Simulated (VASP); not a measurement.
# CdF2 (P-3m1) in VASP: notebook

CdF2 is run at these levels: r2SCAN; tasks: single point, relaxation of cell and atoms.

All numbers are computed with VASP 6.6.1; they aren't measurements. Logs are shortened: lines on timing, memory, paths and dates and some standing lists are left out, and cuts for length are marked.

**1. The cell of the first run**

It takes space group P-3m1 (No. 164, trigonal). The conventional cell has a = 3.477 Å, b = 3.477 Å, c = 3.112 Å, α = 90.00°, β = 90.00°, γ = 120.00°. Within 2.9 Å of Cd (site symmetry -3m) lie 6 F at 2.19 Å. F (site symmetry 3m) has 3 Cd at 2.19 Å and 6 F at 2.42 to 2.66 Å within 2.9 Å.

**2. Single point, r2SCAN**

Input file POSCAR:

```
CdF2
1.0
    3.4766877145      0.0000000000      0.0000000000
   -1.7383438572      3.0108998818      0.0000000000
    0.0000000000      0.0000000000      3.1118987092
Cd F
1 2
Direct
    0.0000000000      0.0000000000      0.0000000000
    0.3333333333      0.6666666667      0.2815229571
    0.6666666667      0.3333333333      0.7184770429
```

Input file INCAR.step1:

```
SYSTEM = CdF2
  PREC = Accurate
  ENCUT = 520
  ISMEAR = 0
  SIGMA = 0.01
  LREAL = .FALSE.
  LASPH = .TRUE.
  NELM = 100
  NBANDS = 20
  GGA = PE
  ALGO = Normal
  EDIFF = 1E-4
  LWAVE = .TRUE.
  LCHARG = .FALSE.
```

Input file INCAR.step2:

```
SYSTEM = CdF2
  PREC = Accurate
  ENCUT = 520
  EDIFF = 1E-6
  ISMEAR = 0
  SIGMA = 0.01
  LREAL = .FALSE.
  LASPH = .TRUE.
  NELM = 100
  ALGO = Normal
  ISIF = 2
  LWAVE = .FALSE.
  LCHARG = .FALSE.
  METAGGA = R2SCAN
  LMIXTAU = .TRUE.
  NBANDS = 20
  ISTART = 1
```

Input file KPOINTS:

```
regular mesh
0
G
  5 5 3
  0 0 0
```

Potentials or basis: VASP PAW PBE potentials, release 64 (Cd, F).

Command:

```sh
> cat potpaw_PBE.64/Cd/POTCAR potpaw_PBE.64/F/POTCAR > POTCAR
> cp INCAR.step1 INCAR
> mpirun -np 1 vasp_std > vasp.out
> cp INCAR.step2 INCAR
> mpirun -np 1 vasp_std > vasp.out
```

OUTCAR:

```text
SYSTEM = CdF2
   PREC = Accurate
   ENCUT = 520
   EDIFF = 1E-6
   ISMEAR = 0
   LREAL = .FALSE.
   LASPH = .TRUE.
   NELM = 100
   ISIF = 2
   METAGGA = R2SCAN
   ISTART = 1

 ion  position               nearest neighbor table
   1  0.000  0.000  0.000-   2 2.19   3 2.19   2 2.19   3 2.19   3 2.19   2 2.19
   2  0.333  0.667  0.282-   1 2.19   1 2.19   1 2.19
   3  0.667  0.333  0.718-   1 2.19   1 2.19   1 2.19

  LATTYP: Found a hexagonal cell.
 ALAT       =     3.4766877145
 C/A-ratio  =     0.8950757056

  Lattice vectors:

 A1 = (   3.4766877145,   0.0000000000,   0.0000000000)
 A2 = (  -1.7383438572,   3.0108998818,   0.0000000000)
 A3 = (   0.0000000000,   0.0000000000,   3.1118987092)

Analysis of symmetry for initial positions (statically):
=====================================================================
 Subroutine PRICEL returns:
 Original cell was already a primitive cell.

 Routine SETGRP: Setting up the symmetry group for a
 hexagonal supercell.

 Subroutine GETGRP returns: Found 12 space group operations
 (whereof 12 operations were pure point group operations)
 out of a pool of 24 trial point group operations.

The static configuration has the point symmetry D_3d.

Analysis of symmetry for dynamics (positions and initial velocities):
=====================================================================
 Subroutine PRICEL returns:
 Original cell was already a primitive cell.

 Routine SETGRP: Setting up the symmetry group for a
 hexagonal supercell.

 Subroutine GETGRP returns: Found 12 space group operations
 (whereof 12 operations were pure point group operations)
 out of a pool of 24 trial point group operations.

The dynamic configuration has the point symmetry D_3d.

 Subroutine INISYM returns: Found 12 space group operations
 (whereof 12 operations are pure point group operations),
 and found     1 'primitive' translations

----------------------------------------------------------------------------------------

                                     Primitive cell

  volume of cell :      32.5752

  direct lattice vectors                    reciprocal lattice vectors
     3.476687715  0.000000000  0.000000000     0.287630090  0.166063310  0.000000000
[... 69 lines left out ...]
   ISPIN  =      1    spin polarized calculation?
   LNONCOLLINEAR =      F non collinear calculations
   LSORBIT =      F    spin-orbit coupling
   LASPH  =      T    aspherical Exc in radial PAW
   ENCUT  =  520.0 eV  38.22 Ry    6.18 a.u.   6.46  6.46  5.79*2*pi/ulx,y,z
   NELM   =    100;   NELMIN=  2; NELMDL=  0     # of ELM steps
   EDIFF  = 0.1E-05   stopping-criterion for ELM
   LREAL  =      F    real-space projection
   EDIFFG = 0.1E-04   stopping-criterion for IOM
   NSW    =      0    number of steps for IOM
   IBRION =     -1    ionic relax: 0-MD 1-quasi-New 2-CG
   NFREE  =      0    steps in history (QN), initial steepest desc. (CG)
   ISIF   =      2    stress and relaxation
   ISYM   =      2    0-nonsym 1-usesym 2-fastsym
   POTIM  = 0.5000    time-step for ionic-motion
   TEBEG  =    0.0;   TEEND  =   0.0 temperature during run
   PSTRESS=    0.0 pullay stress
   NELECT =      26.0000    total number of electrons
   NUPDOWN=      -1.0000    fix difference up-down
   EMIN   =  10.00;   EMAX   =-10.00  energy-range for DOS
   EFERMI =   0.00;   METHOD = LEGACY
   ISMEAR =     0;   SIGMA  =   0.01  broadening in eV -4-tet -1-fermi 0-gaus
   EFERMI_NEDOS =   21; number of points for ismear=-14 and -15
   IALGO  =     38    algorithm
   IMIX   =      4    mixing-type and parameters
     AMIX     =   0.40;   BMIX     =  1.00
     AMIX_MAG =   1.60;   BMIX_MAG =  1.00
  volume/ion in A,a.u.               =      10.86        73.28
  Fermi-wavevector in a.u.,A,eV,Ry     =   1.518577  2.869694 31.376067  2.306076
  Thomas-Fermi vector in A             =   2.627679
   LORBIT       =      0    0 simple, 1 ext, 2 COOP (PROOUT), +10 PAW based schemes
   METAGGA = R2SCAN    functional components
   LHFCALC =     F    Hartree Fock is set to
   AEXX    =    0.0000 exact exchange contribution
   IVDW    =     0    specifies the selected vdW correction
   LEPSILON=     F    determine dielectric tensor
   LRPA    =     F    only Hartree local field effects (RPA)
 non-spin polarized calculation
 Gauss-broadening in eV      SIGMA  =   0.01
  energy-cutoff  :      520.00
  volume of cell :       32.58
 maximum number of plane-waves:       889
 NGX is ok and might be reduce to    28
   NGX = 13   NGY = 13   NGZ = 11

 number of electron      25.9999990 magnetization

 Free energy of the ion-electron system (eV)
  ---------------------------------------------------
  ext. energy  EPLUGINS =         0.00000000
  ---------------------------------------------------
  free energy    TOTEN  =       -32.79857159 eV

  energy without entropy =      -32.79857159  energy(sigma->0) =      -32.79857159

 E-fermi :   0.0191     XC(G=0): -12.3012

 val. band max:       -0.0284176339   @ k =   0.4000  -0.0000   0.0000
 cond. band min:       3.2409537555   @ k =   0.0000   0.0000   0.0000
 fundamental gap:      3.2693713894
 Fermi energy:         0.0190895141

 k-point     1 :       0.0000    0.0000    0.0000
  band No.  band energies     occupation
      1     -23.0688      2.00000
      2     -21.4246      2.00000
      3      -6.7095      2.00000
      4      -6.7095      2.00000
      5      -6.4489      2.00000
      6      -4.9693      2.00000
[... 265 lines left out ...]
     19      19.9742      0.00000
     20      24.3296      0.00000

------------------------ aborting loop because EDIFF is reached ----------------------------------------

  FORCE on cell =-STRESS in cart. coord.  units (eV):
  Direction    XX          YY          ZZ          XY          YZ          ZX
  --------------------------------------------------------------------------------------
  -------------------------------------------------------------------------------------
  Total        4.6136559      4.6136559      4.2596278      0.0000000      0.0000000     -0.0000000
  in kB      226.9176793    226.9176793    209.5051881      0.0000000      0.0000000     -0.0000000
  external PRESSURE =     221.1135156 kB  Pullay stress =       0.0000000 kB

 VOLUME and BASIS-vectors are now :
 -----------------------------------------------------------------------------
  energy-cutoff  :      520.00
  volume of cell :       32.58
      direct lattice vectors                 reciprocal lattice vectors
     3.476687715  0.000000000  0.000000000     0.287630090  0.166063310  0.000000000
    -1.738343857  3.010899882  0.000000000     0.000000000  0.332126620  0.000000000
     0.000000000  0.000000000  3.111898709     0.000000000  0.000000000  0.321347220

 POSITION                                       TOTAL-FORCE (eV/Angst)
 -----------------------------------------------------------------------------------
      0.00000      0.00000      0.00000         0.000000      0.000000      0.000000
     -0.00000      2.00727      0.87607         0.000000      0.000000      0.118176
      1.73834      1.00363      2.23583        -0.000000      0.000000     -0.118176
 -----------------------------------------------------------------------------------
    total drift:                               -0.000000      0.000000     -0.000000

  FREE ENERGIE OF THE ION-ELECTRON SYSTEM (eV)
  ---------------------------------------------------
  free  energy   TOTEN  =       -32.7985715915 eV

  energy  without entropy=      -32.7985715915  energy(sigma->0) =      -32.79857159
```

OSZICAR.step1:

```text
N       E                     dE             d eps       ncg     rms          rms(c)
DAV:   1     0.198571764009E+03    0.19857E+03   -0.15632E+04   496   0.136E+03
DAV:   2    -0.388463803536E+01   -0.20246E+03   -0.19631E+03   516   0.357E+02
DAV:   3    -0.115687421862E+02   -0.76841E+01   -0.76655E+01   552   0.759E+01
DAV:   4    -0.115981328269E+02   -0.29391E-01   -0.29389E-01   528   0.483E+00
DAV:   5    -0.115982195598E+02   -0.86733E-04   -0.86733E-04   548   0.241E-01    0.126E+01
DAV:   6    -0.978209406212E+01    0.18161E+01   -0.38840E+00   676   0.393E+01    0.959E+00
DAV:   7    -0.982293597056E+01   -0.40842E-01   -0.10057E+00   500   0.911E+00    0.553E+00
DAV:   8    -0.981035760248E+01    0.12578E-01   -0.16347E-01   516   0.410E+00    0.742E-01
DAV:   9    -0.979839131556E+01    0.11966E-01   -0.46526E-02   572   0.305E+00    0.108E-01
DAV:  10    -0.979884774594E+01   -0.45643E-03   -0.33779E-03   504   0.600E-01    0.113E-01
DAV:  11    -0.979890439921E+01   -0.56653E-04   -0.69411E-05   332   0.844E-02
   1 F= -.97989044E+01 E0= -.97989044E+01  d E =-.622064E-37
```

It took 18 s on 1 thread of Intel Xeon 6975P-C (Granite Rapids), shared host; peak memory 0.15 GiB.

Results:

```yaml
Free_energy: -32.7986 eV
Pressure: 22.1 GPa
Largest_force: 0.118 eV/Å
Band_gap_on_the_k_mesh: 3.27 eV, indirect (least direct gap 4.07 eV)
```

Forces on the atoms (eV/Å):
```
Cd   0.000  0.000  0.000
F    0.000  0.000  0.118
F    0.000  0.000 -0.118
```

Stress tensor (GPa, compression positive):
```
22.69  0.00  0.00
 0.00 22.69  0.00
 0.00  0.00 20.95
```

Caveat: the k points lie up to 0.67 Å⁻¹ apart; the PAW data sets were made with another functional, which shifts forces and pressure a little. r2SCAN opens gaps a little over a GGA but as a rule still falls short of measured ones.

**3. Single point, r2SCAN**

This run uses another cell than the first one, of 11.93 Å³/atom, 1.099 times its volume.

Input file POSCAR:

```
CdF2
1.0
    3.4880561284      0.0000000000      0.0000000000
   -1.7440280642      3.0207452170      0.0000000000
    0.0000000000      0.0000000000      3.3966833836
Cd F
1 2
Direct
    0.0000000000      0.0000000000      0.0000000000
    0.3333333333      0.6666666667      0.2704834819
    0.6666666667      0.3333333333      0.7295165181
```

Input file INCAR.step1:

```
PREC = Accurate ; ENCUT = 520
ISMEAR = 0 ; SIGMA = 0.01
LREAL = F ; LASPH = T
NELM = 100 ; NBANDS = 20
GGA = PE ; ALGO = Normal
EDIFF = 1E-4 ; LWAVE = T
LCHARG = F
```

Input file INCAR.step2:

```
PREC = Accurate ; ENCUT = 520
EDIFF = 1E-6 ; ISMEAR = 0
SIGMA = 0.01 ; LREAL = F
LASPH = T ; NELM = 100
ALGO = Normal ; ISIF = 2
LWAVE = F ; LCHARG = F
METAGGA = R2SCAN ; LMIXTAU = T
NBANDS = 20 ; ISTART = 1
```

Input file KPOINTS:

```
Automatic mesh
0
Gamma
  5 5 3
```

Potentials or basis: VASP PAW PBE potentials, release 64 (Cd, F).

Command:

```sh
> cat potpaw_PBE.64/Cd/POTCAR potpaw_PBE.64/F/POTCAR > POTCAR
> cp INCAR.step1 INCAR
> mpirun -np 1 vasp_std > vasp.out
> cp INCAR.step2 INCAR
> mpirun -np 1 vasp_std > vasp.out
```

Wall time 19 s (1 thread of Intel Xeon 6975P-C (Granite Rapids), shared host); peak memory 0.16 GiB.

The run converged. Its results:

```yaml
Free_energy: -33.1072 eV
Pressure: 11.6 GPa
Largest_force: 0.111 eV/Å
Band_gap_on_the_k_mesh: 3.35 eV, indirect (least direct gap 3.92 eV)
```

Forces in eV/Å, atoms in the order of the input:
```
Cd   0.000  0.000  0.000
F    0.000  0.000  0.111
F    0.000  0.000 -0.111
```

Stress tensor (GPa, compression positive):
```
12.13  0.00  0.00
 0.00 12.13  0.00
 0.00  0.00 10.63
```

Levels at points of the mesh, in eV from the valence-band top:
```tsv
k point	band 10	band 11	band 12	band 13	band 14	band 15	band 16	band 17
(0.00, 0.00, 0.00)	-1.59	-0.67	-0.57	-0.57	3.35	12.05	15.49	15.49
```

Caveat: the k points lie up to 0.62 Å⁻¹ apart; the PAW data sets were made with another functional, which shifts forces and pressure a little.

(Part 1 of 2 ends here.)
